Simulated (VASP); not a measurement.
# Si16C (a cell with a defect) in VASP: single point with LDA

Aim: the single point of Si16C (a cell with a defect) with LDA.

All numbers are computed with VASP 6.6.1; they aren't measurements. Logs are shortened: lines on timing, memory, paths and dates and some standing lists are left out, and cuts for length are marked.

### 1 The cell of the first run

The cell holds a defect, 17 atoms: a = 7.679 Å, b = 7.679 Å, c = 7.679 Å, α = 60.00°, β = 60.00°, γ = 60.00°.

### 2 Single point, LDA, collinear spin

The input, INCAR:

```
PREC = Accurate
ENCUT = 520
EDIFF = 1E-6
ISMEAR = -1
SIGMA = 0.02
LREAL = Auto
LASPH = True
NELM = 150
ALGO = Normal
ISIF = 2
LWAVE = False
LCHARG = False
ISPIN = 2
MAGMOM = 0 0 0 0 0 0 0 0 0 0 0 0 0 0 0 0 1
LORBIT = 11
GGA = CA
NBANDS = 52
```

The input, KPOINTS:

```
Automatic mesh
0
Gamma
  2 2 2
```

The input, POSCAR:

```
Si16C
1.0
    0.0000000000      5.4300000000      5.4300000000
    5.4300000000      0.0000000000      5.4300000000
    5.4300000000      5.4300000000      0.0000000000
Si C
16 1
Direct
   -0.0222566855      0.0017101979      0.0093149054
    0.1087022492      0.1141319130      0.1387498644
   -0.0222883460      0.0017012577      0.5115781919
    0.1101642011      0.1186358453      0.6357635217
    0.0525909242      0.4818372195     -0.0170110791
    0.1052344482      0.6284148950      0.1445197170
   -0.0294177577      0.4933448744      0.5181705906
    0.1051953308      0.6283758506      0.6222396324
    0.4829393752      0.0098591940      0.0037517680
    0.6046518022      0.1117292511      0.1471607119
    0.4844775038     -0.0252634328      0.5205671314
    0.6045675373      0.1119142277      0.6367414445
    0.4722668179      0.4786503606      0.0497913616
    0.6976967409      0.6628856811      0.0696050994
    0.4722380834      0.4789359603      0.4994873436
    0.5955121782      0.6001337566      0.6522582043
    0.5595324967      0.4786286481      0.2310776912
```

Potentials or basis: VASP PAW LDA potentials, release 64 (Si, C).

Launch:

```console
cat potpaw_LDA.64/Si/POTCAR potpaw_LDA.64/C/POTCAR > POTCAR
mpirun -np 1 vasp_std > vasp.out
```

OUTCAR:

```text
PREC = Accurate
   ENCUT = 520
   EDIFF = 1E-6
   ISMEAR = -1
   LREAL = Auto
   LASPH = True
   NELM = 150
   ISIF = 2
   ISPIN = 2
   LORBIT = 11
   GGA = CA

 ion  position               nearest neighbor table
   1  0.978  0.002  0.009-   2 2.34  10 2.34   6 2.34   4 2.34
   2  0.109  0.114  0.139-   1 2.34   3 2.34   5 2.35   9 2.35
   3  0.978  0.002  0.512-   2 2.34  12 2.34   8 2.34   4 2.34
   4  0.110  0.119  0.636-   1 2.34   3 2.34  11 2.35   7 2.35
   5  0.053  0.482  0.983-  14 2.26   6 2.31   8 2.31   2 2.35
   6  0.105  0.628  0.145-   5 2.31  13 2.31   1 2.34   7 2.35
   7  0.971  0.493  0.518-   6 2.35   8 2.35   4 2.35  16 2.35
   8  0.105  0.628  0.622-   5 2.31  15 2.31   3 2.34   7 2.35
   9  0.483  0.010  0.004-  14 2.27  10 2.31  12 2.31   2 2.35
  10  0.605  0.112  0.147-   9 2.31  13 2.31   1 2.34  11 2.34
  11  0.484  0.975  0.521-  10 2.34  12 2.34   4 2.35  16 2.35
  12  0.605  0.112  0.637-   9 2.31  15 2.31   3 2.34  11 2.34
  13  0.472  0.479  0.050-  17 1.82  10 2.31   6 2.31  16 2.50  14 2.82
  14  0.698  0.663  0.070-  17 1.76   5 2.26   9 2.27  13 2.82  15 2.82
  15  0.472  0.479  0.499-  17 1.82  12 2.31   8 2.31  16 2.49  14 2.82
  16  0.596  0.600  0.652-  11 2.35   7 2.35  15 2.49  13 2.50
  17  0.560  0.479  0.231-  14 1.76  15 1.82  13 1.82

  LATTYP: Found a face centered cubic cell.
 ALAT       =    10.8600000000

  Lattice vectors:

 A1 = (   0.0000000000,   5.4300000000,   5.4300000000)
 A2 = (   5.4300000000,   0.0000000000,   5.4300000000)
 A3 = (   5.4300000000,   5.4300000000,   0.0000000000)

Analysis of symmetry for initial positions (statically):
=====================================================================
 Subroutine PRICEL returns:
 Original cell was already a primitive cell.

 Routine SETGRP: Setting up the symmetry group for a
 face centered cubic supercell.

 Subroutine GETGRP returns: Found  1 space group operations
 (whereof  1 operations were pure point group operations)
 out of a pool of 48 trial point group operations.

The static configuration has the point symmetry C_1 .

Analysis of symmetry for dynamics (positions and initial velocities):
=====================================================================
 Subroutine PRICEL returns:
 Original cell was already a primitive cell.

 Routine SETGRP: Setting up the symmetry group for a
 face centered cubic supercell.

 Subroutine GETGRP returns: Found  1 space group operations
 (whereof  1 operations were pure point group operations)
 out of a pool of 48 trial point group operations.

The dynamic configuration has the point symmetry C_1 .

Analysis of structural, dynamic, and magnetic symmetry:
=====================================================================
 Subroutine PRICEL returns:
 Original cell was already a primitive cell.

 Routine SETGRP: Setting up the symmetry group for a
 face centered cubic supercell.

 Subroutine GETGRP returns: Found  1 space group operations
 (whereof  1 operations were pure point group operations)
 out of a pool of 48 trial point group operations.

The overall configuration has the point symmetry C_1 .

 Subroutine INISYM returns: Found  1 space group operations
 (whereof  1 operations are pure point group operations),
 and found     1 'primitive' translations

----------------------------------------------------------------------------------------

                                     Primitive cell

  volume of cell :     320.2060

  direct lattice vectors                    reciprocal lattice vectors
     0.000000000  5.430000000  5.430000000    -0.092081031  0.092081031  0.092081031
     5.430000000  0.000000000  5.430000000     0.092081031 -0.092081031  0.092081031
     5.430000000  5.430000000  0.000000000     0.092081031  0.092081031 -0.092081031

  length of vectors
     7.679179644  7.679179644  7.679179644     0.159489025  0.159489025  0.159489025

  position of ions in fractional coordinates (direct lattice)
     0.977743315  0.001710198  0.009314905
     0.108702249  0.114131913  0.138749864
     0.977711654  0.001701258  0.511578192
     0.110164201  0.118635845  0.635763522
     0.052590924  0.481837220  0.982988921
     0.105234448  0.628414895  0.144519717
[... 9 lines left out ...]
     0.595512178  0.600133757  0.652258204
     0.559532497  0.478628648  0.231077691

  ion indices of the primitive-cell ions
   primitive index   ion index
                 1           1
                 2           2
                 3           3
                 4           4
                 5           5
                 6           6
[... 9 lines left out ...]
                16          16
                17          17

----------------------------------------------------------------------------------------

 KPOINTS: Automatic mesh

Automatic generation of k-mesh.
 Grid dimensions read from file:
 generate k-points for:    2    2    2

 Generating k-lattice:

  Cartesian coordinates                     Fractional coordinates (reciprocal lattice)
    -0.046040516  0.046040516  0.046040516     0.500000000  0.000000000  0.000000000
     0.046040516 -0.046040516  0.046040516     0.000000000  0.500000000  0.000000000
     0.046040516  0.046040516 -0.046040516     0.000000000  0.000000000  0.500000000

  Length of vectors
     0.079744512  0.079744512  0.079744512

  Shift w.r.t. Gamma in fractional coordinates (k-lattice)
     0.000000000  0.000000000  0.000000000

 Subroutine IBZKPT returns following result:
 ===========================================

 Found      8 irreducible k-points:

 Following reciprocal coordinates:
            Coordinates               Weight
  0.000000  0.000000  0.000000      1.000000
  0.500000  0.000000  0.000000      1.000000
  0.000000  0.500000  0.000000      1.000000
  0.000000  0.000000  0.500000      1.000000
  0.500000  0.500000  0.500000      1.000000
  0.500000  0.500000  0.000000      1.000000
  0.000000  0.500000  0.500000      1.000000
  0.500000  0.000000  0.500000      1.000000
   k-points           NKPTS =      8   k-points in BZ     NKDIM =      8   number of bands    NBANDS=     52
   number of dos      NEDOS =    301   number of ions     NIONS =     17
   total plane-waves  NPLWV = 216000
   dimension x,y,z NGX =    60 NGY =   60 NGZ =   60
   dimension x,y,z NGXF=   120 NGYF=  120 NGZF=  120
   ions per type =              16   1
   NGX,Y,Z   is equivalent  to a cutoff of  12.99, 12.99, 12.99 a.u.
   NGXF,Y,Z  is equivalent  to a cutoff of  25.98, 25.98, 25.98 a.u.
 SYSTEM =  unknown system
   PREC   = accura    normal or accurate (medium, high low for compatibility)
   ISTART =      0    job   : 0-new  1-cont  2-samecut
   ICHARG =      2    charge: 1-file 2-atom 10-const
   ISPIN  =      2    spin polarized calculation?
   LNONCOLLINEAR =      F non collinear calculations
   LSORBIT =      F    spin-orbit coupling
   LASPH  =      T    aspherical Exc in radial PAW
   ENCUT  =  520.0 eV  38.22 Ry    6.18 a.u.  14.28 14.28 14.28*2*pi/ulx,y,z
   NELM   =    150;   NELMIN=  2; NELMDL= -5     # of ELM steps
   EDIFF  = 0.1E-05   stopping-criterion for ELM
   LREAL  =      T    real-space projection
   EDIFFG = 0.1E-04   stopping-criterion for IOM
   NSW    =      0    number of steps for IOM
   IBRION =     -1    ionic relax: 0-MD 1-quasi-New 2-CG
   NFREE  =      0    steps in history (QN), initial steepest desc. (CG)
   ISIF   =      2    stress and relaxation
   ISYM   =      2    0-nonsym 1-usesym 2-fastsym
   POTIM  = 0.5000    time-step for ionic-motion
   TEBEG  =    0.0;   TEEND  =   0.0 temperature during run
   PSTRESS=    0.0 pullay stress
   NELECT =      68.0000    total number of electrons
   NUPDOWN=      -1.0000    fix difference up-down
   EMIN   =  10.00;   EMAX   =-10.00  energy-range for DOS
   EFERMI =   0.00;   METHOD = LEGACY
   ISMEAR =    -1;   SIGMA  =   0.02  broadening in eV -4-tet -1-fermi 0-gaus
   EFERMI_NEDOS =   21; number of points for ismear=-14 and -15
   IALGO  =     38    algorithm
   IMIX   =      4    mixing-type and parameters
     AMIX     =   0.40;   BMIX     =  1.00
     AMIX_MAG =   1.60;   BMIX_MAG =  1.00
  volume/ion in A,a.u.               =      18.84       127.11
  Fermi-wavevector in a.u.,A,eV,Ry     =   0.976715  1.845724 12.979587  0.953973
  Thomas-Fermi vector in A             =   2.107356
   LORBIT       =     11    0 simple, 1 ext, 2 COOP (PROOUT), +10 PAW based schemes
   GGA     = CA    functional components
   LHFCALC =     F    Hartree Fock is set to
   AEXX    =    0.0000 exact exchange contribution
   IVDW    =     0    specifies the selected vdW correction
   LEPSILON=     F    determine dielectric tensor
   LRPA    =     F    only Hartree local field effects (RPA)
 spin polarized calculation
  energy-cutoff  :      520.00
  volume of cell :      320.21
 maximum number of plane-waves:      8646
 NGX is ok and might be reduce to    60
   NGX = 29   NGY = 29   NGZ = 29

 number of electron      67.9999999 magnetization      -0.0001626

 number of electron      67.9999999 magnetization       0.0000306

 Free energy of the ion-electron system (eV)
  ---------------------------------------------------
  ext. energy  EPLUGINS =         0.00000000
  ---------------------------------------------------
  free energy    TOTEN  =      -100.76831414 eV

  energy without entropy =     -100.76371741  energy(sigma->0) =     -100.76601578

 E-fermi :   6.2054     XC(G=0):  -9.7473

 val. band max:        6.1720375489   @ k =   0.5000   0.0000   0.0000
 cond. band min:       6.2380103939   @ k =   0.0000   0.0000   0.0000
 fundamental gap:      0.0659728450
 Fermi energy:         6.2054267830

 spin component 1

 k-point     1 :       0.0000    0.0000    0.0000
  band No.  band energies     occupation
      1      -7.1032      1.00000
      2      -5.3593      1.00000
      3      -3.9201      1.00000
      4      -3.8682      1.00000
      5      -3.7780      1.00000
      6      -2.9708      1.00000
[... 38 lines left out ...]
     45       8.3083      0.00000
     46       8.3122      0.00000
[... 301 lines left out ...]
      5      -4.1801      1.00000
      6      -3.9317      1.00000
[... 38 lines left out ...]
     45      10.0023      0.00000
     46      10.0935      0.00000
 Fermi energy:         6.2054267830

 spin component 2

 k-point     1 :       0.0000    0.0000    0.0000
  band No.  band energies     occupation
      1      -7.1032      1.00000
      2      -5.3593      1.00000
      3      -3.9201      1.00000
      4      -3.8682      1.00000
      5      -3.7780      1.00000
      6      -2.9708      1.00000
[... 38 lines left out ...]
     45       8.3083      0.00000
     46       8.3122      0.00000
[... 301 lines left out ...]
      5      -4.1801      1.00000
      6      -3.9317      1.00000
[... 38 lines left out ...]
     45      10.0023      0.00000
     46      10.0935      0.00000
 [bands above 46 left out]

------------------------ aborting loop because EDIFF is reached ----------------------------------------

  FORCE on cell =-STRESS in cart. coord.  units (eV):
  Direction    XX          YY          ZZ          XY          YZ          ZX
  --------------------------------------------------------------------------------------
  -------------------------------------------------------------------------------------
  Total       -0.9374560     -0.9402100      6.9630087     -2.0715464      0.1739557     -0.1779872
  in kB       -4.6906389     -4.7044187     34.8399910    -10.3651540      0.8704017     -0.8905737
  external PRESSURE =       8.4816444 kB  Pullay stress =       0.0000000 kB

 VOLUME and BASIS-vectors are now :
 -----------------------------------------------------------------------------
  energy-cutoff  :      520.00
  volume of cell :      320.21
      direct lattice vectors                 reciprocal lattice vectors
     0.000000000  5.430000000  5.430000000    -0.092081031  0.092081031  0.092081031
     5.430000000  0.000000000  5.430000000     0.092081031 -0.092081031  0.092081031
     5.430000000  5.430000000  0.000000000     0.092081031  0.092081031 -0.092081031

 POSITION                                       TOTAL-FORCE (eV/Angst)
 -----------------------------------------------------------------------------------
      0.05987      5.35973      5.31843        -0.007592      0.001114      0.005801
      1.37315      1.34366      1.20999         0.005886     -0.004714     -0.013539
      2.78711      8.08684      5.31821        -0.000146      0.007584      0.004820
      4.09639      4.05039      1.24238         0.000878     -0.004603      0.006449
      7.95401      5.62320      2.90194        -0.041837      0.040537      0.025659
      4.19703      1.35617      3.98372         0.003113      0.003600      0.002099
[... 9 lines left out ...]
      6.80049      6.77539      6.49236        -0.016091      0.025241      0.003887
      3.85371      4.29301      5.63722         0.005558     -0.008142     -0.021737
 -----------------------------------------------------------------------------------
    total drift:                               -0.006132      0.005418      0.002594

  FREE ENERGIE OF THE ION-ELECTRON SYSTEM (eV)
  ---------------------------------------------------
  free  energy   TOTEN  =      -100.7683141448 eV

  energy  without entropy=     -100.7637174079  energy(sigma->0) =     -100.76601578

 total charge

# of ion       s       p       d       tot
------------------------------------------
    1        0.747   0.963   0.000   1.711
    2        0.748   0.953   0.000   1.701
    3        0.747   0.963   0.000   1.711
    4        0.744   0.966   0.000   1.710
    5        0.758   0.982   0.000   1.739
    6        0.756   0.965   0.000   1.721
[... 9 lines left out ...]
   16        0.760   0.900   0.000   1.659
   17        0.875   1.619   0.000   2.494
--------------------------------------------------
tot         12.973  16.906   0.000  29.879

 magnetization (x)

# of ion       s       p       d       tot
------------------------------------------
    1       -0.000  -0.000   0.000  -0.000
    2       -0.000  -0.000   0.000  -0.000
    3       -0.000  -0.000   0.000  -0.000
    4       -0.000  -0.000   0.000  -0.000
    5        0.000   0.000   0.000   0.000
    6        0.000   0.000   0.000   0.000
[... 9 lines left out ...]
   16        0.000   0.000   0.000   0.000
   17       -0.000   0.000   0.000   0.000
--------------------------------------------------
tot         -0.000   0.000   0.000   0.000
```

Run time: 6.3 min. Hardware: 1 thread of AMD EPYC 9R45 (Zen 5), shared host; peak memory 0.45 GiB.

Results:

* Free energy: -100.7683 eV
* Pressure: 0.8 GPa
* Largest force: 0.071 eV/Å
* Band gap on the k mesh: zero (filled and empty bands overlap)
* Net moment: 0.00 μB per cell
* Valence electrons inside the program's atomic spheres: Si 1.71, 1.70, 1.74, 1.72, 1.69, 1.66 (each value once); C 2.49

Forces in eV/Å, atoms in the order of the input:
```
Si  -0.008  0.001  0.006
Si   0.006 -0.005 -0.014
Si   0.000  0.008  0.005
Si   0.001 -0.005  0.006
Si  -0.042  0.041  0.026
Si   0.003  0.004  0.002
Si   0.009 -0.005 -0.027
Si  -0.003 -0.008  0.003
Si   0.018 -0.017  0.010
Si  -0.012  0.034 -0.013
Si   0.018 -0.015 -0.011
Si  -0.036  0.010 -0.010
Si  -0.020 -0.068 -0.004
Si   0.017 -0.013  0.051
Si   0.060  0.022 -0.013
Si  -0.016  0.025  0.004
C    0.006 -0.008 -0.022
```

Caveat: the k points lie up to 0.50 Å⁻¹ apart, too coarse for converged energies and pressures of a metal.
